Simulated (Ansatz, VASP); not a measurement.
In3Cu: VASP beside Ansatz

```
In Cu
1.0
     4.44504   -0.07841   -0.07841
    -0.07841    4.44504   -0.07841
    -0.07841   -0.07841    4.44504
In Cu
3 1
Direct
  0.00000 0.50000 0.50000
  0.50000 0.00000 0.50000
  0.50000 0.50000 0.00000
  0.00000 0.00000 0.00000
```

Alike in both runs: task single point; functional LDA; k mesh 10 × 10 × 10; occupations gaussian, width 0.15 eV; no spin polarisation.

|  | VASP | Ansatz |
| --- | --- | --- |
| version | VASP 6.6.1 | Ansatz 0.2.0 |
| potentials or method | VASP PAW LDA potentials, release 64 (In_d, Cu), cutoff 520 eV | scalar-relativistic, plane waves, PAW |
| valence electrons in the cell | 50 | 58 |

|  | VASP | Ansatz | Ansatz less VASP |
| --- | --- | --- | --- |
| gap on the k mesh at the Fermi level (eV) | none | none | - |
| pressure (GPa) | -4.0 | -4.1 | -0.09 |

LDA's correlation is that of Perdew and Zunger in VASP and of Perdew and Wang (1992) in Ansatz. A gap of «none» marks a metal or a gap that the smearing closes. VASP's potentials hold 50 valence electrons a cell and Ansatz's 58, so a difference there can come from the potentials and not from the codes.
